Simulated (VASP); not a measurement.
# Sn (Fd-3m) in VASP: notebook, part 2 of 2

VASP 6.6.1. Earlier steps stand in the parts before.

**3. Single point, r2SCAN**

This run uses another cell than the first one, of 35.36 Å³/atom, 0.998 times its volume.

Input file POSCAR:

```
Sn
1.0
    0.0000000000      3.2823012535      3.2823012535
    3.2823012535      0.0000000000      3.2823012535
    3.2823012535      3.2823012535      0.0000000000
Sn
2
Direct
    0.0000000000      0.0000000000      0.0000000000
    0.2500000000      0.2500000000      0.2500000000
```

Input file INCAR.step1:

```
PREC = Accurate
ENCUT = 520
ISMEAR = 0
SIGMA = 0.1
LREAL = F
LASPH = T
NELM = 60
NBANDS = 21
GGA = PE
ALGO = Normal
EDIFF = 1E-4
LWAVE = T
LCHARG = F
```

Input file INCAR.step2:

```
PREC = Accurate
ENCUT = 520
EDIFF = 1E-7
ISMEAR = 0
SIGMA = 0.1
LREAL = F
LASPH = T
NELM = 60
ALGO = Normal
ISIF = 2
LWAVE = F
LCHARG = F
METAGGA = R2SCAN
LMIXTAU = T
NBANDS = 21
ISTART = 1
```

Input file KPOINTS:

```
Automatic mesh
0
Gamma
  14 14 14
```

Potentials or basis: VASP PAW PBE potentials, release 64 (Sn_d).

Started as:

```
cat potpaw_PBE.64/Sn_d/POTCAR > POTCAR
cp INCAR.step1 INCAR
mpirun -np 1 vasp_std > vasp.out
cp INCAR.step2 INCAR
mpirun -np 1 vasp_std > vasp.out
```

OUTCAR:

```text
PREC = Accurate
   ENCUT = 520
   EDIFF = 1E-7
   ISMEAR = 0
   LREAL = F
   LASPH = T
   NELM = 60
   ISIF = 2
   METAGGA = R2SCAN
   ISTART = 1

 ion  position               nearest neighbor table
   1  0.000  0.000  0.000-   2 2.84   2 2.84   2 2.84   2 2.84
   2  0.250  0.250  0.250-   1 2.84   1 2.84   1 2.84   1 2.84

  LATTYP: Found a face centered cubic cell.
 ALAT       =     6.5646025070

  Lattice vectors:

 A1 = (   0.0000000000,   3.2823012535,   3.2823012535)
 A2 = (   3.2823012535,   0.0000000000,   3.2823012535)
 A3 = (   3.2823012535,   3.2823012535,   0.0000000000)

Analysis of symmetry for initial positions (statically):
=====================================================================
 Subroutine PRICEL returns:
 Original cell was already a primitive cell.

 Routine SETGRP: Setting up the symmetry group for a
 face centered cubic supercell.

 Subroutine GETGRP returns: Found 48 space group operations
 (whereof 24 operations were pure point group operations)
 out of a pool of 48 trial point group operations.

The static configuration has the point symmetry T_d .
 The point group associated with its full space group is O_h .

Analysis of symmetry for dynamics (positions and initial velocities):
=====================================================================
 Subroutine PRICEL returns:
 Original cell was already a primitive cell.

 Routine SETGRP: Setting up the symmetry group for a
 face centered cubic supercell.

 Subroutine GETGRP returns: Found 48 space group operations
 (whereof 24 operations were pure point group operations)
 out of a pool of 48 trial point group operations.

The dynamic configuration has the point symmetry T_d .
 The point group associated with its full space group is O_h .

 Subroutine INISYM returns: Found 48 space group operations
 (whereof 24 operations are pure point group operations),
 and found     1 'primitive' translations

----------------------------------------------------------------------------------------

                                     Primitive cell

  volume of cell :      70.7238

  direct lattice vectors                    reciprocal lattice vectors
     0.000000000  3.282301254  3.282301254    -0.152332148  0.152332148  0.152332148
     3.282301254  0.000000000  3.282301254     0.152332148 -0.152332148  0.152332148
     3.282301254  3.282301254  0.000000000     0.152332148  0.152332148 -0.152332148

  length of vectors
     4.641874948  4.641874948  4.641874948     0.263847020  0.263847020  0.263847020

  position of ions in fractional coordinates (direct lattice)
     0.000000000  0.000000000  0.000000000
     0.250000000  0.250000000  0.250000000

  ion indices of the primitive-cell ions
   primitive index   ion index
                 1           1
                 2           2

----------------------------------------------------------------------------------------

 KPOINTS: Automatic mesh

Automatic generation of k-mesh.
 Grid dimensions read from file:
 generate k-points for:   14   14   14

 Generating k-lattice:

  Cartesian coordinates                     Fractional coordinates (reciprocal lattice)
    -0.010880868  0.010880868  0.010880868     0.071428571  0.000000000  0.000000000
     0.010880868 -0.010880868  0.010880868     0.000000000  0.071428571  0.000000000
     0.010880868  0.010880868 -0.010880868     0.000000000  0.000000000  0.071428571

  Length of vectors
     0.018846216  0.018846216  0.018846216

  Shift w.r.t. Gamma in fractional coordinates (k-lattice)
     0.000000000  0.000000000  0.000000000

 Subroutine IBZKPT returns following result:
 ===========================================

 Found    104 irreducible k-points:

 Following reciprocal coordinates:
            Coordinates               Weight
  0.000000  0.000000  0.000000      1.000000
  0.071429  0.000000  0.000000      8.000000
  0.142857  0.000000  0.000000      8.000000
  0.214286  0.000000  0.000000      8.000000
  0.285714  0.000000  0.000000      8.000000
  0.357143  0.000000  0.000000      8.000000
[... 16 lines left out ...]
  0.214286  0.142857  0.000000     24.000000
  0.285714  0.142857  0.000000     24.000000
 [... further k-points ...]
   k-points           NKPTS =    104   k-points in BZ     NKDIM =    104   number of bands    NBANDS=     21
   number of dos      NEDOS =    301   number of ions     NIONS =      2
   total plane-waves  NPLWV =  46656
   dimension x,y,z NGX =    36 NGY =   36 NGZ =   36
   dimension x,y,z NGXF=    72 NGYF=   72 NGZF=   72
   ions per type =               2
   NGX,Y,Z   is equivalent  to a cutoff of  12.89, 12.89, 12.89 a.u.
   NGXF,Y,Z  is equivalent  to a cutoff of  25.79, 25.79, 25.79 a.u.
 SYSTEM =  unknown system
   PREC   = accura    normal or accurate (medium, high low for compatibility)
   ISTART =      1    job   : 0-new  1-cont  2-samecut
   ICHARG =      0    charge: 1-file 2-atom 10-const
   ISPIN  =      1    spin polarized calculation?
   LNONCOLLINEAR =      F non collinear calculations
   LSORBIT =      F    spin-orbit coupling
   LASPH  =      T    aspherical Exc in radial PAW
   ENCUT  =  520.0 eV  38.22 Ry    6.18 a.u.   8.63  8.63  8.63*2*pi/ulx,y,z
   NELM   =     60;   NELMIN=  2; NELMDL=  0     # of ELM steps
   EDIFF  = 0.1E-06   stopping-criterion for ELM
   LREAL  =      F    real-space projection
   EDIFFG = 0.1E-05   stopping-criterion for IOM
   NSW    =      0    number of steps for IOM
   IBRION =     -1    ionic relax: 0-MD 1-quasi-New 2-CG
   NFREE  =      0    steps in history (QN), initial steepest desc. (CG)
   ISIF   =      2    stress and relaxation
   ISYM   =      2    0-nonsym 1-usesym 2-fastsym
   POTIM  = 0.5000    time-step for ionic-motion
   TEBEG  =    0.0;   TEEND  =   0.0 temperature during run
   PSTRESS=    0.0 pullay stress
   NELECT =      28.0000    total number of electrons
   NUPDOWN=      -1.0000    fix difference up-down
   EMIN   =  10.00;   EMAX   =-10.00  energy-range for DOS
   EFERMI =   0.00;   METHOD = LEGACY
   ISMEAR =     0;   SIGMA  =   0.10  broadening in eV -4-tet -1-fermi 0-gaus
   EFERMI_NEDOS =   21; number of points for ismear=-14 and -15
   IALGO  =     38    algorithm
   IMIX   =      4    mixing-type and parameters
     AMIX     =   0.40;   BMIX     =  1.00
     AMIX_MAG =   1.60;   BMIX_MAG =  1.00
  volume/ion in A,a.u.               =      35.36       238.63
  Fermi-wavevector in a.u.,A,eV,Ry     =   1.202096  2.271632 19.660885  1.445034
  Thomas-Fermi vector in A             =   2.337887
   LORBIT       =      0    0 simple, 1 ext, 2 COOP (PROOUT), +10 PAW based schemes
   METAGGA = R2SCAN    functional components
   LHFCALC =     F    Hartree Fock is set to
   AEXX    =    0.0000 exact exchange contribution
   IVDW    =     0    specifies the selected vdW correction
   LEPSILON=     F    determine dielectric tensor
   LRPA    =     F    only Hartree local field effects (RPA)
 non-spin polarized calculation
 Gauss-broadening in eV      SIGMA  =   0.10
  energy-cutoff  :      520.00
  volume of cell :       70.72
 maximum number of plane-waves:      1924
   NGX = 17   NGY = 17   NGZ = 17

 number of electron      27.9999984 magnetization

 Free energy of the ion-electron system (eV)
  ---------------------------------------------------
  ext. energy  EPLUGINS =         0.00000000
  ---------------------------------------------------
  free energy    TOTEN  =       -49.49608175 eV

  energy without entropy =      -49.49572203  energy(sigma->0) =      -49.49590189

 E-fermi :   5.2285     XC(G=0):  -9.4299

 val. band max:        5.2213453757   @ k =   0.0000   0.0000   0.0000
 cond. band min:       5.2827784324   @ k =   0.5000   0.0000   0.0000
 fundamental gap:      0.0614330567
 Fermi energy:         5.2285231452

 k-point     1 :       0.0000    0.0000    0.0000
  band No.  band energies     occupation
      1     -17.1207      2.00000
      2     -17.1207      2.00000
      3     -17.1207      2.00000
      4     -17.0588      2.00000
      5     -17.0588      2.00000
      6     -16.7631      2.00000
[... 13 lines left out ...]
     20      13.3980      0.00000
     21      13.3980      0.00000
[... 529 lines left out ...]
 k-point    24 :       0.2857    0.1429    0.0000
  band No.  band energies     occupation
      1     -17.1542      2.00000
      2     -17.1448      2.00000
      3     -17.1099      2.00000
      4     -17.0199      2.00000
      5     -16.9896      2.00000
      6     -16.8544      2.00000
[... 13 lines left out ...]
     20      12.9000      0.00000
     21      13.4956      0.00000

 [... further k-points ...]

------------------------ aborting loop because EDIFF is reached ----------------------------------------

  FORCE on cell =-STRESS in cart. coord.  units (eV):
  Direction    XX          YY          ZZ          XY          YZ          ZX
  --------------------------------------------------------------------------------------
  -------------------------------------------------------------------------------------
  Total        0.0033490      0.0033490      0.0033490      0.0000000      0.0000000     -0.0000000
  in kB        0.0758679      0.0758679      0.0758679      0.0000000      0.0000000     -0.0000000
  external PRESSURE =       0.0758679 kB  Pullay stress =       0.0000000 kB

 VOLUME and BASIS-vectors are now :
 -----------------------------------------------------------------------------
  energy-cutoff  :      520.00
  volume of cell :       70.72
      direct lattice vectors                 reciprocal lattice vectors
     0.000000000  3.282301254  3.282301254    -0.152332148  0.152332148  0.152332148
     3.282301254  0.000000000  3.282301254     0.152332148 -0.152332148  0.152332148
     3.282301254  3.282301254  0.000000000     0.152332148  0.152332148 -0.152332148

 POSITION                                       TOTAL-FORCE (eV/Angst)
 -----------------------------------------------------------------------------------
      0.00000      0.00000      0.00000        -0.000000     -0.000000     -0.000000
      1.64115      1.64115      1.64115         0.000000      0.000000      0.000000
 -----------------------------------------------------------------------------------
    total drift:                                0.000000      0.000000      0.000000

  FREE ENERGIE OF THE ION-ELECTRON SYSTEM (eV)
  ---------------------------------------------------
  free  energy   TOTEN  =       -49.4960817547 eV

  energy  without entropy=      -49.4957220273  energy(sigma->0) =      -49.49590189
```

OSZICAR.step1:

```text
N       E                     dE             d eps       ncg     rms          rms(c)
DAV:   1     0.224662607966E+03    0.22466E+03   -0.14451E+04  4403   0.187E+03
DAV:   2     0.167669668549E+02   -0.20790E+03   -0.20380E+03  4393   0.440E+02
DAV:   3    -0.691132675076E+01   -0.23678E+02   -0.23550E+02  5093   0.139E+02
DAV:   4    -0.769936647016E+01   -0.78804E+00   -0.78774E+00  4978   0.283E+01
DAV:   5    -0.773198310008E+01   -0.32617E-01   -0.32616E-01  6476   0.533E+00    0.306E+00
DAV:   6    -0.769472024416E+01    0.37263E-01   -0.26416E-02  5875   0.203E+00    0.179E+00
DAV:   7    -0.767717847634E+01    0.17542E-01   -0.41872E-02  4773   0.212E+00    0.159E-01
DAV:   8    -0.767894261179E+01   -0.17641E-02   -0.54992E-03  4943   0.821E-01    0.504E-02
DAV:   9    -0.767935282877E+01   -0.41022E-03   -0.51354E-04  3951   0.149E-01    0.116E-02
DAV:  10    -0.767937165182E+01   -0.18823E-04   -0.38101E-05  3962   0.523E-02
   1 F= -.76793717E+01 E0= -.76789235E+01  d E =-.896224E-03
```

Wall time 6.7 min (1 thread of Intel Xeon Platinum 8375C at 2.90GHz (Ice Lake), shared host); peak memory 0.29 GiB.

Results:

```yaml
Free_energy: -49.4961 eV
Pressure: 0.0 GPa
Band_gap_on_the_k_mesh: zero (filled and empty bands touch)
```

Levels at points of the mesh, in eV from the Fermi level:
| k point | band 10 | band 11 | band 12 | band 13 | band 14 | band 15 | band 16 | band 17 | band 18 | band 19 |
| --- | --- | --- | --- | --- | --- | --- | --- | --- | --- | --- |
| (0.00, 0.00, 0.00) | -21.98 | -10.91 | -0.62 | -0.01 | -0.01 | -0.01 | 2.21 | 2.21 | 2.21 | 5.35 |
| (0.50, 0.00, 0.00) | -21.94 | -9.26 | -6.47 | -1.23 | -1.23 | 0.05 | 3.34 | 3.34 | 5.95 | 8.75 |
| (0.50, 0.50, 0.00) | -21.92 | -7.75 | -7.75 | -2.57 | -2.57 | 0.94 | 0.94 | 7.92 | 7.92 | 9.57 |

Caveat: the PAW data sets were made with another functional, which shifts forces and pressure a little; spin-orbit coupling is left out, which moves the levels of the heavy elements.
